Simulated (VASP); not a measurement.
# SiC5 (P3m1) in VASP: further runs, part 2 of 2

VASP 6.6.1. The steps go on from the part before.

## Step 4: Single point, r2SCAN (volume changed by -6%)

The input, POSCAR:

```
SiC5
1.0
    2.6691078954      0.0000000000      0.0000000000
   -1.3345539477      2.3115152428      0.0000000000
    0.0000000000      0.0000000000      6.6074305643
C Si
5 1
Direct
    0.0000000000      0.0000000000     -0.0279056134
    0.6666666667      0.3333333333      0.6696755148
    0.3333333333      0.6666666667      0.3656409587
    0.6666666667      0.3333333333      0.8962861346
    0.3333333333      0.6666666667      0.5929510660
    0.0000000000      0.0000000000      0.2533519394
```

The input, INCAR.step1:

```
SYSTEM = SiC5
ALGO     = Normal         ! electronic algorithm
EDIFF    = 1E-4           ! SCF threshold, eV
ENCUT    = 520            ! plane-wave cutoff, eV
GGA      = PE             ! functional
ISMEAR   = 0              ! smearing method
LASPH    = .TRUE.         ! aspherical terms in the spheres
LCHARG   = .FALSE.        ! write CHGCAR
LREAL    = .FALSE.        ! projectors in reciprocal space
LWAVE    = .TRUE.         ! write WAVECAR
NBANDS   = 21             ! bands
NELM     = 60             ! most SCF steps
PREC     = Accurate       ! precision mode
SIGMA    = 0.01           ! smearing width, eV
```

The input, INCAR.step2:

```
SYSTEM = SiC5
ALGO     = Normal         ! electronic algorithm
EDIFF    = 1E-6           ! SCF threshold, eV
ENCUT    = 520            ! plane-wave cutoff, eV
ISIF     = 2              ! what is computed and relaxed
ISMEAR   = 0              ! smearing method
ISTART   = 1            
LASPH    = .TRUE.         ! aspherical terms in the spheres
LCHARG   = .FALSE.        ! write CHGCAR
LMIXTAU  = .TRUE.       
LREAL    = .FALSE.        ! projectors in reciprocal space
LWAVE    = .FALSE.        ! write WAVECAR
METAGGA  = R2SCAN         ! meta-GGA
NBANDS   = 21             ! bands
NELM     = 60             ! most SCF steps
PREC     = Accurate       ! precision mode
SIGMA    = 0.01           ! smearing width, eV
```

The input, KPOINTS:

```
k-points
0
G
  9 9 4
  0 0 0
```

Potentials or basis: VASP PAW PBE potentials, release 64 (C, Si).

Launch:

```
cat potpaw_PBE.64/C/POTCAR potpaw_PBE.64/Si/POTCAR > POTCAR
cp INCAR.step1 INCAR
mpirun -np 1 vasp_std > vasp.out
cp INCAR.step2 INCAR
mpirun -np 1 vasp_std > vasp.out
```

OUTCAR:

```text
SYSTEM = SiC5
   EDIFF = 1E-6
   ENCUT = 520
   ISIF = 2
   ISMEAR = 0
   ISTART = 1
   LASPH = .TRUE.
   LREAL = .FALSE.
   METAGGA = R2SCAN
   NELM = 60
   PREC = Accurate

 ion  position               nearest neighbor table
   1  0.000  0.000  0.972-   4 1.62   4 1.62   4 1.62   6 1.86
   2  0.667  0.333  0.670-   4 1.50   5 1.62   5 1.62   5 1.62
   3  0.333  0.667  0.366-   5 1.50   6 1.71   6 1.71   6 1.71
   4  0.667  0.333  0.896-   2 1.50   1 1.62   1 1.62   1 1.62
   5  0.333  0.667  0.593-   3 1.50   2 1.62   2 1.62   2 1.62
   6  0.000  0.000  0.253-   3 1.71   3 1.71   3 1.71   1 1.86

  LATTYP: Found a hexagonal cell.
 ALAT       =     2.6691078954
 C/A-ratio  =     2.4755202200

  Lattice vectors:

 A1 = (   2.6691078954,   0.0000000000,   0.0000000000)
 A2 = (  -1.3345539477,   2.3115152428,   0.0000000000)
 A3 = (   0.0000000000,   0.0000000000,   6.6074305643)

Analysis of symmetry for initial positions (statically):
=====================================================================
 Subroutine PRICEL returns:
 Original cell was already a primitive cell.

 Routine SETGRP: Setting up the symmetry group for a
 hexagonal supercell.

 Subroutine GETGRP returns: Found  6 space group operations
 (whereof  6 operations were pure point group operations)
 out of a pool of 24 trial point group operations.

The static configuration has the point symmetry C_3v.

Analysis of symmetry for dynamics (positions and initial velocities):
=====================================================================
 Subroutine PRICEL returns:
 Original cell was already a primitive cell.

 Routine SETGRP: Setting up the symmetry group for a
 hexagonal supercell.

 Subroutine GETGRP returns: Found  6 space group operations
 (whereof  6 operations were pure point group operations)
 out of a pool of 24 trial point group operations.

The dynamic configuration has the point symmetry C_3v.

 Subroutine INISYM returns: Found  6 space group operations
 (whereof  6 operations are pure point group operations),
 and found     1 'primitive' translations

----------------------------------------------------------------------------------------

                                     Primitive cell

  volume of cell :      40.7658

  direct lattice vectors                    reciprocal lattice vectors
     2.669107895  0.000000000  0.000000000     0.374657016  0.216308329  0.000000000
    -1.334553948  2.311515243  0.000000000     0.000000000  0.432616658  0.000000000
     0.000000000  0.000000000  6.607430564     0.000000000  0.000000000  0.151344761

  length of vectors
     2.669107895  2.669107895  6.607430564     0.432616658  0.432616658  0.151344761

  position of ions in fractional coordinates (direct lattice)
     0.000000000  0.000000000  0.972094387
     0.666666667  0.333333333  0.669675515
     0.333333333  0.666666667  0.365640959
     0.666666667  0.333333333  0.896286135
     0.333333333  0.666666667  0.592951066
     0.000000000  0.000000000  0.253351939

  ion indices of the primitive-cell ions
   primitive index   ion index
                 1           1
                 2           2
                 3           3
                 4           4
                 5           5
                 6           6

----------------------------------------------------------------------------------------

 KPOINTS: k-points

Automatic generation of k-mesh.
 Grid dimensions read from file:
 generate k-points for:    9    9    4

 Generating k-lattice:

  Cartesian coordinates                     Fractional coordinates (reciprocal lattice)
     0.041628557  0.024034259  0.000000000     0.111111111  0.000000000  0.000000000
     0.000000000  0.048068518  0.000000000     0.000000000  0.111111111  0.000000000
     0.000000000  0.000000000  0.037836190     0.000000000  0.000000000  0.250000000

  Length of vectors
     0.048068518  0.048068518  0.037836190

  Shift w.r.t. Gamma in fractional coordinates (k-lattice)
     0.000000000  0.000000000  0.000000000

 Subroutine IBZKPT returns following result:
 ===========================================

 Found     43 irreducible k-points:

 Following reciprocal coordinates:
            Coordinates               Weight
  0.000000  0.000000  0.000000      1.000000
  0.111111  0.000000  0.000000      6.000000
  0.222222  0.000000  0.000000      6.000000
  0.333333 -0.000000  0.000000      6.000000
  0.444444  0.000000  0.000000      6.000000
  0.111111  0.111111  0.000000      6.000000
[... 16 lines left out ...]
  0.222222  0.111111  0.250000     12.000000
 -0.111111  0.333333  0.250000     12.000000
 [... further k-points ...]
   k-points           NKPTS =     43   k-points in BZ     NKDIM =     43   number of bands    NBANDS=     21
   number of dos      NEDOS =    301   number of ions     NIONS =      6
   total plane-waves  NPLWV =  20000
   dimension x,y,z NGX =    20 NGY =   20 NGZ =   50
   dimension x,y,z NGXF=    40 NGYF=   40 NGZF=  100
   ions per type =               5   1
   NGX,Y,Z   is equivalent  to a cutoff of  12.46, 12.46, 12.58 a.u.
   NGXF,Y,Z  is equivalent  to a cutoff of  24.91, 24.91, 25.16 a.u.
 SYSTEM =  SiC5
   PREC   = accura    normal or accurate (medium, high low for compatibility)
   ISTART =      1    job   : 0-new  1-cont  2-samecut
   ICHARG =      0    charge: 1-file 2-atom 10-const
   ISPIN  =      1    spin polarized calculation?
   LNONCOLLINEAR =      F non collinear calculations
   LSORBIT =      F    spin-orbit coupling
   LASPH  =      T    aspherical Exc in radial PAW
   ENCUT  =  520.0 eV  38.22 Ry    6.18 a.u.   4.96  4.96 12.29*2*pi/ulx,y,z
   NELM   =     60;   NELMIN=  2; NELMDL=  0     # of ELM steps
   EDIFF  = 0.1E-05   stopping-criterion for ELM
   LREAL  =      F    real-space projection
   EDIFFG = 0.1E-04   stopping-criterion for IOM
   NSW    =      0    number of steps for IOM
   IBRION =     -1    ionic relax: 0-MD 1-quasi-New 2-CG
   NFREE  =      0    steps in history (QN), initial steepest desc. (CG)
   ISIF   =      2    stress and relaxation
   ISYM   =      2    0-nonsym 1-usesym 2-fastsym
   POTIM  = 0.5000    time-step for ionic-motion
   TEBEG  =    0.0;   TEEND  =   0.0 temperature during run
   PSTRESS=    0.0 pullay stress
   NELECT =      24.0000    total number of electrons
   NUPDOWN=      -1.0000    fix difference up-down
   EMIN   =  10.00;   EMAX   =-10.00  energy-range for DOS
   EFERMI =   0.00;   METHOD = LEGACY
   ISMEAR =     0;   SIGMA  =   0.01  broadening in eV -4-tet -1-fermi 0-gaus
   EFERMI_NEDOS =   21; number of points for ismear=-14 and -15
   IALGO  =     38    algorithm
   IMIX   =      4    mixing-type and parameters
     AMIX     =   0.40;   BMIX     =  1.00
     AMIX_MAG =   1.60;   BMIX_MAG =  1.00
  volume/ion in A,a.u.               =       6.79        45.85
  Fermi-wavevector in a.u.,A,eV,Ry     =   1.372082  2.592859 25.614452  1.882609
  Thomas-Fermi vector in A             =   2.497721
   LORBIT       =      0    0 simple, 1 ext, 2 COOP (PROOUT), +10 PAW based schemes
   METAGGA = R2SCAN    functional components
   LHFCALC =     F    Hartree Fock is set to
   AEXX    =    0.0000 exact exchange contribution
   IVDW    =     0    specifies the selected vdW correction
   LEPSILON=     F    determine dielectric tensor
   LRPA    =     F    only Hartree local field effects (RPA)
 non-spin polarized calculation
 Gauss-broadening in eV      SIGMA  =   0.01
  energy-cutoff  :      520.00
  volume of cell :       40.77
 maximum number of plane-waves:      1125
   NGX =  9   NGY =  9   NGZ = 25

 number of electron      23.9999999 magnetization

 Free energy of the ion-electron system (eV)
  ---------------------------------------------------
  ext. energy  EPLUGINS =         0.00000000
  ---------------------------------------------------
  free energy    TOTEN  =       -55.44642491 eV

  energy without entropy =      -55.44642491  energy(sigma->0) =      -55.44642491

 E-fermi :  10.8411     XC(G=0): -13.5302

 val. band max:       10.6927431746   @ k =   0.0000   0.0000   0.0000
 cond. band min:      12.5112512301   @ k =   0.4444   0.0000   0.0000
 fundamental gap:      1.8185080555
 Fermi energy:        10.8410932480

 k-point     1 :       0.0000    0.0000    0.0000
  band No.  band energies     occupation
      1     -11.1993      2.00000
      2      -8.5156      2.00000
      3      -7.2734      2.00000
      4      -0.1062      2.00000
      5       1.4778      2.00000
      6       6.8076      2.00000
[... 565 lines left out ...]
     20      21.1767      0.00000
     21      22.3994      0.00000

 [... further k-points ...]
[... 5 lines left out ...]
  --------------------------------------------------------------------------------------
  -------------------------------------------------------------------------------------
  Total        5.7090342      5.7090342      6.4767218     -0.0000000     -0.0000000      0.0000000
  in kB      224.3766866    224.3766866    254.5483747     -0.0000000     -0.0000000      0.0000000
  external PRESSURE =     234.4339159 kB  Pullay stress =       0.0000000 kB

 VOLUME and BASIS-vectors are now :
 -----------------------------------------------------------------------------
  energy-cutoff  :      520.00
  volume of cell :       40.77
      direct lattice vectors                 reciprocal lattice vectors
     2.669107895  0.000000000  0.000000000     0.374657016  0.216308329  0.000000000
    -1.334553948  2.311515243  0.000000000     0.000000000  0.432616658  0.000000000
     0.000000000  0.000000000  6.607430564     0.000000000  0.000000000  0.151344761

 POSITION                                       TOTAL-FORCE (eV/Angst)
 -----------------------------------------------------------------------------------
      0.00000      0.00000      6.42305        -0.000000      0.000000     -0.023979
      1.33455      0.77051      4.42483        -0.000000      0.000000     -0.318400
     -0.00000      1.54101      2.41595         0.000000     -0.000000      0.220872
      1.33455      0.77051      5.92215         0.000000     -0.000000      0.421491
     -0.00000      1.54101      3.91788         0.000000     -0.000000      0.251651
      0.00000      0.00000      1.67401        -0.000000     -0.000000     -0.551634
 -----------------------------------------------------------------------------------
    total drift:                               -0.000000      0.000000      0.000094

  FREE ENERGIE OF THE ION-ELECTRON SYSTEM (eV)
  ---------------------------------------------------
  free  energy   TOTEN  =       -55.4464249109 eV

  energy  without entropy=      -55.4464249109  energy(sigma->0) =      -55.44642491
```

It took 76 s on 1 thread of AMD EPYC 9R45 (Zen 5), shared host; peak memory 0.14 GiB.

Results:

```yaml
Free_energy: -55.4464 eV
Pressure: 23.4 GPa
Largest_force: 0.552 eV/Å
Band_gap_on_the_k_mesh: 1.82 eV, indirect (least direct gap 3.89 eV)
```

Forces on the atoms (eV/Å):
```
C    0.000  0.000 -0.024
C    0.000  0.000 -0.318
C    0.000  0.000  0.221
C    0.000  0.000  0.421
C    0.000  0.000  0.252
Si   0.000  0.000 -0.552
```

Stress tensor (GPa, compression positive):
```
22.44  0.00  0.00
 0.00 22.44  0.00
 0.00  0.00 25.45
```

Caveat: the PAW data sets were made with another functional, which shifts forces and pressure a little.

## Step 5: Single point, r2SCAN (volume changed by -3%)

POSCAR, as its differences from that of step 4:

```diff
@@ -2,5 +2,5 @@
 1.0
-    2.6691078954      0.0000000000      0.0000000000
-   -1.3345539477      2.3115152428      0.0000000000
-    0.0000000000      0.0000000000      6.6074305643
+    2.6972058328      0.0000000000      0.0000000000
+   -1.3486029164      2.3358487704      0.0000000000
+    0.0000000000      0.0000000000      6.6769875765
 C Si
```

The input, INCAR.step1:

```
PREC = Accurate ; ENCUT = 520
ISMEAR = 0 ; SIGMA = 0.01
LREAL = False ; LASPH = True
NELM = 80 ; NBANDS = 21
GGA = PE ; ALGO = Normal
EDIFF = 1E-4 ; LWAVE = True
LCHARG = False
```

The input, INCAR.step2:

```
PREC = Accurate ; ENCUT = 520
EDIFF = 1E-6 ; ISMEAR = 0
SIGMA = 0.01 ; LREAL = False
LASPH = True ; NELM = 80
ALGO = Normal ; ISIF = 2
LWAVE = False ; LCHARG = False
METAGGA = R2SCAN ; LMIXTAU = True
NBANDS = 21 ; ISTART = 1
```

The input, KPOINTS:

```
regular mesh
0
Gamma
  9 9 4
```

Launch:

```
cat potpaw_PBE.64/C/POTCAR potpaw_PBE.64/Si/POTCAR > POTCAR
cp INCAR.step1 INCAR
mpirun -np 1 vasp_std > vasp.out
cp INCAR.step2 INCAR
mpirun -np 1 vasp_std > vasp.out
```

It took 83 s on 1 thread of AMD EPYC 9R45 (Zen 5), shared host; peak memory 0.13 GiB.

Results (log left out):

```yaml
Free_energy: -55.5866 eV
Pressure: 11.0 GPa
Largest_force: 0.243 eV/Å
Band_gap_on_the_k_mesh: 1.83 eV, indirect (least direct gap 3.81 eV)
```

Forces in eV/Å, atoms in the order of the input:
```
C    0.000  0.000  0.012
C    0.000  0.000 -0.168
C    0.000  0.000  0.055
C    0.000  0.000  0.220
C    0.000  0.000  0.124
Si   0.000  0.000 -0.243
```

Stress tensor (GPa, compression positive):
```
10.59  0.00  0.00
 0.00 10.59  0.00
 0.00  0.00 11.89
```

Levels at points of the mesh, in eV from the valence-band top:
```
           k point  band 9  band 10  band 11  band 12  band 13  band 14  band 15  band 16
(0.00, 0.00, 0.00)   -2.42    -1.39     0.00     0.00     4.63     4.75     4.75     5.16
(0.00, 0.00, 0.50)   -2.35    -2.35    -0.15    -0.15     4.90     5.10     5.10     5.58
```

Caveat: the PAW data sets were made with another functional, which shifts forces and pressure a little. A k mesh can miss the band edges.

## Step 6: The runs side by side

```tsv
level	cell	gap on the mesh (eV)	pressure (GPa)	largest force (eV/Å)
PBE	a = 2.758, b = 2.758, c = 6.846 Å, angles 90.0, 90.0, 120.0°, 6 atoms	1.40	-8.8	0.28
PBE	a = 2.785, b = 2.785, c = 6.912 Å, angles 90.0, 90.0, 120.0°, 6 atoms	1.41	-16.4	0.52
r2SCAN	a = 2.669, b = 2.669, c = 6.607 Å, angles 90.0, 90.0, 120.0°, 6 atoms	1.82	23.4	0.55
r2SCAN	a = 2.697, b = 2.697, c = 6.677 Å, angles 90.0, 90.0, 120.0°, 6 atoms	1.83	11.0	0.24
```

Alike in all rows: task single point; potentials or basis VASP PAW PBE potentials, release 64 (C, Si); no spin polarisation; k mesh 9 × 9 × 4; cutoff (eV) 520; smearing gaussian 0.01 eV.

Caveats: the PAW data sets were made with another functional, which shifts forces and pressure a little (some runs).

Total energies depend on the potentials used, so only differences within one code and one set of settings carry meaning.
